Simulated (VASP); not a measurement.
Crystal: AgI.

```
Ag I
1.0
     4.72063    0.00000    0.00000
    -2.36032    4.08819    0.00000
     0.00000    0.00000    7.46341
Ag I
2 2
Direct
  0.33333 0.66667 0.99531
  0.66667 0.33333 0.49531
  0.33333 0.66667 0.37969
  0.66667 0.33333 0.87969
```

This cell differs from its parent crystal: epitaxial xy strain +1.5%.

Base run:

```yaml
Program: VASP 6.6.1
Functional: PBE
Potentials_or_basis: VASP PAW PBE potentials, release 64 (Ag, I)
Cutoff: 500 eV
k_mesh: 6 × 6 × 4
Occupations: fermi-dirac, width 0.02 eV
Spin: no spin polarisation
```

Its results: band gap on the k mesh 1.39 eV; pressure 0.2 GPa.

Problem. The run is repeated on the same cell with these changes: functional from PBE to r2SCAN; cutoff from 500 eV to 550 eV; occupations from fermi-dirac, width 0.02 eV to gaussian, width 0.01 eV. What comes out?

Solution. Band gap on the k mesh 1.85 eV; pressure -0.4 GPa.

Caveats: spin-orbit coupling is left out, which moves the levels of the heavy elements; the PAW data sets were made with another functional, which shifts forces and pressure a little (at least some runs).

